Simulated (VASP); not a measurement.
# SnSe (Fm-3m) in VASP: further runs

The runs below take SnSe through single point, relaxation of cell and atoms, with PBEsol, r2SCAN+D4, r2SCAN.

Everything below comes from runs of VASP 6.6.1. Logs are shortened: lines on timing, memory, paths and dates and some standing lists are left out, and cuts for length are marked.

## Step 1: The cell of the first run

The structure is cubic, space group Fm-3m (No. 225). The conventional cell has a = 5.933 Å, b = 5.933 Å, c = 5.933 Å, α = 90.00°, β = 90.00°, γ = 90.00°. Sn (site symmetry m-3m) has 6 Se at 2.97 Å within 3.9 Å. Se (site symmetry m-3m) has 6 Sn at 2.97 Å within 3.9 Å.

## Step 2: Single point, PBEsol

INCAR

```
  ALGO = Normal
  EDIFF = 1E-6
  ENCUT = 520
  GGA = PS
  ISIF = 2
  ISMEAR = 0
  LASPH = True
  LCHARG = False
  LREAL = False
  LWAVE = False
  NBANDS = 17
  NELM = 60
  PREC = Accurate
  SIGMA = 0.01
```

KPOINTS

```
k-points
0
Gamma
  6 6 6
```

POSCAR

```
SnSe
1.0
    0.0000000000      2.9663669730      2.9663669730
    2.9663669730      0.0000000000      2.9663669730
    2.9663669730      2.9663669730      0.0000000000
Sn Se
1 1
Direct
    0.0000000000      0.0000000000      0.0000000000
    0.5000000000      0.5000000000      0.5000000000
```

Potentials or basis: VASP PAW PBE potentials, release 64 (Sn_d, Se).

On the command line:

```sh
$ cat potpaw_PBE.64/Sn_d/POTCAR potpaw_PBE.64/Se/POTCAR > POTCAR
$ mpirun -np 1 vasp_std > vasp.out
```

OUTCAR:

```text
EDIFF = 1E-6
   ENCUT = 520
   GGA = PS
   ISIF = 2
   ISMEAR = 0
   LASPH = True
   LREAL = False
   NELM = 60
   PREC = Accurate

 ion  position               nearest neighbor table
   1  0.000  0.000  0.000-   2 2.97   2 2.97   2 2.97   2 2.97   2 2.97   2 2.97
   2  0.500  0.500  0.500-   1 2.97   1 2.97   1 2.97   1 2.97   1 2.97   1 2.97

  LATTYP: Found a face centered cubic cell.
 ALAT       =     5.9327339460

  Lattice vectors:

 A1 = (   0.0000000000,   2.9663669730,   2.9663669730)
 A2 = (   2.9663669730,   0.0000000000,   2.9663669730)
 A3 = (   2.9663669730,   2.9663669730,   0.0000000000)

Analysis of symmetry for initial positions (statically):
=====================================================================
 Subroutine PRICEL returns:
 Original cell was already a primitive cell.

 Routine SETGRP: Setting up the symmetry group for a
 face centered cubic supercell.

 Subroutine GETGRP returns: Found 48 space group operations
 (whereof 48 operations were pure point group operations)
 out of a pool of 48 trial point group operations.

The static configuration has the point symmetry O_h .

Analysis of symmetry for dynamics (positions and initial velocities):
=====================================================================
 Subroutine PRICEL returns:
 Original cell was already a primitive cell.

 Routine SETGRP: Setting up the symmetry group for a
 face centered cubic supercell.

 Subroutine GETGRP returns: Found 48 space group operations
 (whereof 48 operations were pure point group operations)
 out of a pool of 48 trial point group operations.

The dynamic configuration has the point symmetry O_h .

 Subroutine INISYM returns: Found 48 space group operations
 (whereof 48 operations are pure point group operations),
 and found     1 'primitive' translations

----------------------------------------------------------------------------------------

                                     Primitive cell

  volume of cell :      52.2041

  direct lattice vectors                    reciprocal lattice vectors
     0.000000000  2.966366973  2.966366973    -0.168556353  0.168556353  0.168556353
     2.966366973  0.000000000  2.966366973     0.168556353 -0.168556353  0.168556353
     2.966366973  2.966366973  0.000000000     0.168556353  0.168556353 -0.168556353

  length of vectors
     4.195076404  4.195076404  4.195076404     0.291948168  0.291948168  0.291948168

  position of ions in fractional coordinates (direct lattice)
     0.000000000  0.000000000  0.000000000
     0.500000000  0.500000000  0.500000000

  ion indices of the primitive-cell ions
   primitive index   ion index
                 1           1
                 2           2

----------------------------------------------------------------------------------------

 KPOINTS: k-points

Automatic generation of k-mesh.
 Grid dimensions read from file:
 generate k-points for:    6    6    6

 Generating k-lattice:

  Cartesian coordinates                     Fractional coordinates (reciprocal lattice)
    -0.028092726  0.028092726  0.028092726     0.166666667  0.000000000  0.000000000
     0.028092726 -0.028092726  0.028092726     0.000000000  0.166666667  0.000000000
     0.028092726  0.028092726 -0.028092726     0.000000000  0.000000000  0.166666667

  Length of vectors
     0.048658028  0.048658028  0.048658028

  Shift w.r.t. Gamma in fractional coordinates (k-lattice)
     0.000000000  0.000000000  0.000000000

 Subroutine IBZKPT returns following result:
 ===========================================

 Found     16 irreducible k-points:

 Following reciprocal coordinates:
            Coordinates               Weight
  0.000000  0.000000  0.000000      1.000000
  0.166667  0.000000  0.000000      8.000000
  0.333333  0.000000  0.000000      8.000000
  0.500000  0.000000  0.000000      4.000000
  0.166667  0.166667  0.000000      6.000000
  0.333333  0.166667  0.000000     24.000000
[... 8 lines left out ...]
 -0.333333  0.333333  0.166667     24.000000
 -0.333333  0.500000  0.166667     12.000000
   k-points           NKPTS =     16   k-points in BZ     NKDIM =     16   number of bands    NBANDS=     17
   number of dos      NEDOS =    301   number of ions     NIONS =      2
   total plane-waves  NPLWV =  32768
   dimension x,y,z NGX =    32 NGY =   32 NGZ =   32
   dimension x,y,z NGXF=    64 NGYF=   64 NGZF=   64
   ions per type =               1   1
   NGX,Y,Z   is equivalent  to a cutoff of  12.68, 12.68, 12.68 a.u.
   NGXF,Y,Z  is equivalent  to a cutoff of  25.36, 25.36, 25.36 a.u.
 SYSTEM =  unknown system
   PREC   = accura    normal or accurate (medium, high low for compatibility)
   ISTART =      0    job   : 0-new  1-cont  2-samecut
   ICHARG =      2    charge: 1-file 2-atom 10-const
   ISPIN  =      1    spin polarized calculation?
   LNONCOLLINEAR =      F non collinear calculations
   LSORBIT =      F    spin-orbit coupling
   LASPH  =      T    aspherical Exc in radial PAW
   ENCUT  =  520.0 eV  38.22 Ry    6.18 a.u.   7.80  7.80  7.80*2*pi/ulx,y,z
   NELM   =     60;   NELMIN=  2; NELMDL= -5     # of ELM steps
   EDIFF  = 0.1E-05   stopping-criterion for ELM
   LREAL  =      F    real-space projection
   EDIFFG = 0.1E-04   stopping-criterion for IOM
   NSW    =      0    number of steps for IOM
   IBRION =     -1    ionic relax: 0-MD 1-quasi-New 2-CG
   NFREE  =      0    steps in history (QN), initial steepest desc. (CG)
   ISIF   =      2    stress and relaxation
   ISYM   =      2    0-nonsym 1-usesym 2-fastsym
   POTIM  = 0.5000    time-step for ionic-motion
   TEBEG  =    0.0;   TEEND  =   0.0 temperature during run
   PSTRESS=    0.0 pullay stress
   NELECT =      20.0000    total number of electrons
   NUPDOWN=      -1.0000    fix difference up-down
   EMIN   =  10.00;   EMAX   =-10.00  energy-range for DOS
   EFERMI =   0.00;   METHOD = LEGACY
   ISMEAR =     0;   SIGMA  =   0.01  broadening in eV -4-tet -1-fermi 0-gaus
   EFERMI_NEDOS =   21; number of points for ismear=-14 and -15
   IALGO  =     38    algorithm
   IMIX   =      4    mixing-type and parameters
     AMIX     =   0.40;   BMIX     =  1.00
     AMIX_MAG =   1.60;   BMIX_MAG =  1.00
  volume/ion in A,a.u.               =      26.10       176.15
  Fermi-wavevector in a.u.,A,eV,Ry     =   1.189004  2.246892 19.234969  1.413730
  Thomas-Fermi vector in A             =   2.325121
   LORBIT       =      0    0 simple, 1 ext, 2 COOP (PROOUT), +10 PAW based schemes
   GGA     = PS    functional components
   LHFCALC =     F    Hartree Fock is set to
   AEXX    =    0.0000 exact exchange contribution
   IVDW    =     0    specifies the selected vdW correction
   LEPSILON=     F    determine dielectric tensor
   LRPA    =     F    only Hartree local field effects (RPA)
 non-spin polarized calculation
 Gauss-broadening in eV      SIGMA  =   0.01
  energy-cutoff  :      520.00
  volume of cell :       52.20
 maximum number of plane-waves:      1420
   NGX = 15   NGY = 15   NGZ = 15

 number of electron      20.0000005 magnetization

 Free energy of the ion-electron system (eV)
  ---------------------------------------------------
  ext. energy  EPLUGINS =         0.00000000
  ---------------------------------------------------
  free energy    TOTEN  =        -9.00892105 eV

  energy without entropy =       -9.00892105  energy(sigma->0) =       -9.00892105

 E-fermi :   5.8951     XC(G=0):  -9.9805

 val. band max:        5.8137591188   @ k =   0.5000   0.0000   0.0000
 cond. band min:       6.6583592559   @ k =   0.5000   0.0000   0.0000
 fundamental gap:      0.8446001371
 Fermi energy:         5.8951215629

 k-point     1 :       0.0000    0.0000    0.0000
  band No.  band energies     occupation
      1     -15.5531      2.00000
      2     -15.5531      2.00000
      3     -15.5513      2.00000
      4     -15.5513      2.00000
      5     -15.5513      2.00000
      6      -8.2627      2.00000
[... 9 lines left out ...]
     16      11.6841      0.00000
     17      13.9259      0.00000

 k-point     2 :       0.1667    0.0000    0.0000
  band No.  band energies     occupation
      1     -15.5554      2.00000
      2     -15.5554      2.00000
      3     -15.5505      2.00000
      4     -15.5476      2.00000
      5     -15.5476      2.00000
      6      -8.0547      2.00000
[... 9 lines left out ...]
     16      12.3423      0.00000
     17      15.8962      0.00000

 k-point     3 :       0.3333    0.0000    0.0000
  band No.  band energies     occupation
      1     -15.5604      2.00000
      2     -15.5604      2.00000
      3     -15.5492      2.00000
      4     -15.5396      2.00000
      5     -15.5396      2.00000
      6      -7.5507      2.00000
[... 9 lines left out ...]
     16      14.0300      0.00000
     17      17.9771      0.00000

 k-point     4 :       0.5000    0.0000    0.0000
  band No.  band energies     occupation
      1     -15.5629      2.00000
      2     -15.5629      2.00000
      3     -15.5486      2.00000
      4     -15.5356      2.00000
      5     -15.5356      2.00000
      6      -7.2267      2.00000
[... 9 lines left out ...]
     16      16.1634      0.00000
     17      16.1634      0.00000

 k-point     5 :       0.1667    0.1667    0.0000
  band No.  band energies     occupation
      1     -15.5598      2.00000
      2     -15.5534      2.00000
      3     -15.5507      2.00000
      4     -15.5460      2.00000
      5     -15.5460      2.00000
      6      -7.9846      2.00000
[... 9 lines left out ...]
     16      13.4806      0.00000
     17      14.4854      0.00000

 k-point     6 :       0.3333    0.1667    0.0000
  band No.  band energies     occupation
      1     -15.5665      2.00000
      2     -15.5530      2.00000
      3     -15.5525      2.00000
      4     -15.5411      2.00000
      5     -15.5384      2.00000
      6      -7.5738      2.00000
[... 9 lines left out ...]
     16      14.9800      0.00000
     17      16.6881      0.00000

 k-point     7 :       0.5000    0.1667    0.0000
  band No.  band energies     occupation
      1     -15.5687      2.00000
      2     -15.5577      2.00000
      3     -15.5478      2.00000
      4     -15.5388      2.00000
      5     -15.5346      2.00000
      6      -7.1559      2.00000
[... 9 lines left out ...]
     16      16.3438      0.00000
     17      16.7611      0.00000

 k-point     8 :      -0.3333    0.1667    0.0000
  band No.  band energies     occupation
      1     -15.5644      2.00000
      2     -15.5598      2.00000
      3     -15.5465      2.00000
      4     -15.5387      2.00000
      5     -15.5385      2.00000
      6      -7.2649      2.00000
[... 9 lines left out ...]
     16      15.3990      0.00000
     17      17.0954      0.00000

 k-point     9 :      -0.1667    0.1667    0.0000
  band No.  band energies     occupation
      1     -15.5582      2.00000
      2     -15.5578      2.00000
      3     -15.5496      2.00000
      4     -15.5455      2.00000
      5     -15.5412      2.00000
      6      -7.7426      2.00000
[... 9 lines left out ...]
     16      14.5498      0.00000
     17      15.2846      0.00000

 k-point    10 :       0.3333    0.3333    0.0000
  band No.  band energies     occupation
      1     -15.5785      2.00000
      2     -15.5574      2.00000
      3     -15.5460      2.00000
      4     -15.5351      2.00000
      5     -15.5351      2.00000
      6      -7.3152      2.00000
[... 9 lines left out ...]
     16      16.7302      0.00000
     17      16.9552      0.00000

 k-point    11 :       0.5000    0.3333    0.0000
  band No.  band energies     occupation
      1     -15.5825      2.00000
      2     -15.5553      2.00000
      3     -15.5478      2.00000
      4     -15.5335      2.00000
      5     -15.5318      2.00000
      6      -6.9950      2.00000
[... 9 lines left out ...]
     16      17.1040      0.00000
     17      17.5013      0.00000

 k-point    12 :      -0.3333    0.3333    0.0000
  band No.  band energies     occupation
      1     -15.5750      2.00000
      2     -15.5537      2.00000
      3     -15.5468      2.00000
      4     -15.5388      2.00000
      5     -15.5347      2.00000
      6      -6.9676      2.00000
[... 9 lines left out ...]
     16      15.0379      0.00000
     17      17.6550      0.00000

 k-point    13 :       0.5000    0.5000    0.0000
  band No.  band energies     occupation
      1     -15.5903      2.00000
      2     -15.5595      2.00000
      3     -15.5437      2.00000
      4     -15.5296      2.00000
      5     -15.5296      2.00000
      6      -6.9030      2.00000
[... 9 lines left out ...]
     16      17.8848      0.00000
     17      18.6572      0.00000

 k-point    14 :       0.5000    0.3333    0.1667
  band No.  band energies     occupation
      1     -15.5726      2.00000
      2     -15.5532      2.00000
      3     -15.5509      2.00000
      4     -15.5376      2.00000
      5     -15.5354      2.00000
      6      -7.1904      2.00000
[... 9 lines left out ...]
     16      15.9419      0.00000
     17      16.5369      0.00000

 k-point    15 :      -0.3333    0.3333    0.1667
  band No.  band energies     occupation
      1     -15.5744      2.00000
      2     -15.5546      2.00000
      3     -15.5446      2.00000
      4     -15.5428      2.00000
      5     -15.5323      2.00000
      6      -6.9674      2.00000
[... 9 lines left out ...]
     16      17.4274      0.00000
     17      17.4705      0.00000

 k-point    16 :      -0.3333    0.5000    0.1667
  band No.  band energies     occupation
      1     -15.5821      2.00000
      2     -15.5522      2.00000
      3     -15.5494      2.00000
      4     -15.5373      2.00000
      5     -15.5296      2.00000
      6      -6.8802      2.00000
[... 9 lines left out ...]
     16      17.3098      0.00000
     17      18.7543      0.00000

------------------------ aborting loop because EDIFF is reached ----------------------------------------

  FORCE on cell =-STRESS in cart. coord.  units (eV):
  Direction    XX          YY          ZZ          XY          YZ          ZX
  --------------------------------------------------------------------------------------
  -------------------------------------------------------------------------------------
  Total        0.0060768      0.0060768      0.0060768      0.0000000     -0.0000000      0.0000000
  in kB        0.1865014      0.1865014      0.1865014      0.0000000     -0.0000000      0.0000000
  external PRESSURE =       0.1865014 kB  Pullay stress =       0.0000000 kB

 VOLUME and BASIS-vectors are now :
 -----------------------------------------------------------------------------
  energy-cutoff  :      520.00
  volume of cell :       52.20
      direct lattice vectors                 reciprocal lattice vectors
     0.000000000  2.966366973  2.966366973    -0.168556353  0.168556353  0.168556353
     2.966366973  0.000000000  2.966366973     0.168556353 -0.168556353  0.168556353
     2.966366973  2.966366973  0.000000000     0.168556353  0.168556353 -0.168556353

 POSITION                                       TOTAL-FORCE (eV/Angst)
 -----------------------------------------------------------------------------------
      0.00000      0.00000      0.00000         0.000000      0.000000      0.000000
      2.96637      2.96637      2.96637        -0.000000     -0.000000     -0.000000
 -----------------------------------------------------------------------------------
    total drift:                                0.000000     -0.000000     -0.000000

  FREE ENERGIE OF THE ION-ELECTRON SYSTEM (eV)
  ---------------------------------------------------
  free  energy   TOTEN  =        -9.0089210451 eV

  energy  without entropy=       -9.0089210451  energy(sigma->0) =       -9.00892105
```

Wall time 14 s (1 thread of AMD EPYC 7R43 (Zen 3), shared host); peak memory 0.14 GiB.

What came out:

```yaml
Free_energy: -9.0089 eV
Pressure: 0.0 GPa
Band_gap_on_the_k_mesh: 0.84 eV, direct
```

Caveat: the PAW data sets were made with another functional, which shifts forces and pressure a little; spin-orbit coupling is left out, which moves the levels of the heavy elements.

## Step 3: Single point, r2SCAN+D4

This run uses another cell than the first one, of 26.69 Å³/atom, 1.023 times its volume.

POSCAR

```
SnSe
1.0
    0.0000000000      2.9885622840      2.9885622840
    2.9885622840      0.0000000000      2.9885622840
    2.9885622840      2.9885622840      0.0000000000
Sn Se
1 1
Direct
    0.0000000000      0.0000000000      0.0000000000
    0.5000000000      0.5000000000      0.5000000000
```

INCAR.step1

```
ALGO = Normal
EDIFF = 1E-4
ENCUT = 520
GGA = PE
ISMEAR = 0
LASPH = True
LCHARG = False
LREAL = False
LWAVE = True
NBANDS = 17
NELM = 100
PREC = Accurate
SIGMA = 0.01
```

INCAR.step2

```
ALGO = Normal
EDIFF = 1E-6
ENCUT = 520
ISIF = 2
ISMEAR = 0
ISTART = 1
IVDW = 13
LASPH = True
LCHARG = False
LMIXTAU = True
LREAL = False
LWAVE = False
METAGGA = R2SCAN
NBANDS = 17
NELM = 100
PREC = Accurate
SIGMA = 0.01
VDW_A1 = 0.51559235
VDW_A2 = 5.77342911
VDW_S6 = 1.0
VDW_S8 = 0.6018749
```

KPOINTS is that of step 2.

Potentials or basis: VASP PAW PBE potentials, release 64 (Sn_d, Se).

On the command line:

```sh
$ cat potpaw_PBE.64/Sn_d/POTCAR potpaw_PBE.64/Se/POTCAR > POTCAR
$ cp INCAR.step1 INCAR
$ mpirun -np 1 vasp_std > vasp.out
$ cp INCAR.step2 INCAR
$ mpirun -np 1 vasp_std > vasp.out
```

Run time: 77 s. Hardware: 1 thread of AMD EPYC 7R43 (Zen 3), shared host; peak memory 0.15 GiB.

The run converged. Its results:

| Quantity | Value |
| --- | --- |
| Free energy | -40.1611 eV |
| Pressure | 0.0 GPa |
| Band gap on the k mesh | 0.55 eV, direct |
| Dispersion energy per atom | -0.136 eV |

Levels at points of the mesh, in eV from the valence-band top:
| k point | band 6 | band 7 | band 8 | band 9 | band 10 | band 11 | band 12 | band 13 | band 14 | band 15 |
| --- | --- | --- | --- | --- | --- | --- | --- | --- | --- | --- |
| (0.00, 0.00, 0.00) | -14.88 | -5.17 | -2.70 | -2.70 | -2.70 | 4.45 | 4.45 | 4.45 | 6.03 | 6.03 |
| (0.50, 0.00, 0.00) | -13.86 | -8.68 | -2.43 | -2.43 | 0.00 | 0.55 | 1.13 | 1.13 | 8.65 | 10.52 |
| (0.50, 0.50, 0.00) | -13.54 | -6.35 | -6.09 | -4.20 | -4.20 | 3.05 | 5.60 | 5.60 | 6.31 | 10.69 |

Caveat: the PAW data sets were made with another functional, which shifts forces and pressure a little; spin-orbit coupling is left out, which moves the levels of the heavy elements. A k mesh can miss the band edges.

(Part 1 of 2 ends here.)
